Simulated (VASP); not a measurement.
## GaN: relaxation of cell and atoms with r2SCAN+rVV10

Crystal: GaN.

```xyz
2
Lattice="0.0000 2.2535 2.2535 2.2535 0.0000 2.2535 2.2535 2.2535 0.0000" Properties=species:S:1:pos:R:3 pbc="T T T"
Ga    0.0000    0.0000    0.0000
N     3.3802    3.3802    3.3802
```

```json
{"Program": "VASP 6.6.1", "Task": "relaxation of cell and atoms", "Functional": "r2SCAN", "Dispersion": "rVV10", "Potentials or basis": "VASP PAW PBE potentials, release 64 (Ga_d, N)", "Cutoff": "600 eV", "k mesh": "7 × 7 × 7", "Occupations": "gaussian, width 0.01 eV", "Spin": "no spin polarisation", "Dipole correction": "no", "Further INCAR settings": "ALGO = Normal; EDIFF = 1e-07; IBRION = 2; EDIFFG = -0.03; NSW = 80; ISIF = 3"}
```

```yaml
Relaxed_volume: 11.36 Å³/atom
Relaxed_cell: a = 3.179 Å, b = 3.179 Å, c = 3.179 Å, α = 60.00°, β = 60.00°, γ = 60.00°
Space_group_after_relaxing_to_0.05_Å: F-43m (No. 216)
Energy_gained_by_relaxing: 0.4 meV/atom
Ionic_steps: 3
Pressure_after_relaxing: 0.1 GPa
Band_gap_on_the_k_mesh: 2.13 eV, direct
```

Step by step:
| step | energy change (eV) | largest force (eV/Å) | pressure (GPa) | volume (Å³) |
| --- | --- | --- | --- | --- |
| 1 | 0.0000 | 0.0000 | -1.36 | 22.89 |
| 2 | 0.0000 | 0.0000 | 1.44 | 22.57 |
| 3 | -0.0007 | 0.0000 | 0.05 | 22.72 |

Final structure:
```
CELL_PARAMETERS angstrom
0.00000 2.24813 2.24813
2.24813 0.00000 2.24813
2.24813 2.24813 0.00000
ATOMIC_POSITIONS crystal
Ga 0.00000 0.00000 0.00000
N 0.75000 0.75000 0.75000
```

Levels at points of the mesh, in eV from the valence-band top:
| k point | band 6 | band 7 | band 8 | band 9 | band 10 | band 11 | band 12 | band 13 |
| --- | --- | --- | --- | --- | --- | --- | --- | --- |
| (0.00, 0.00, 0.00) | -13.46 | 0.00 | 0.00 | 0.00 | 2.13 | 11.03 | 11.03 | 11.03 |

It took 5.4 min on 1 thread of Intel(R) Xeon(R) Platinum 8259CL CPU @ 2.50GHz (Skylake/Cascade Lake), on a shared host, peak memory 0.27 GiB.

Caveat: the PAW data sets were made with another functional, which shifts forces and pressure a little. r2SCAN opens gaps a little over a GGA but as a rule still falls short of measured ones.
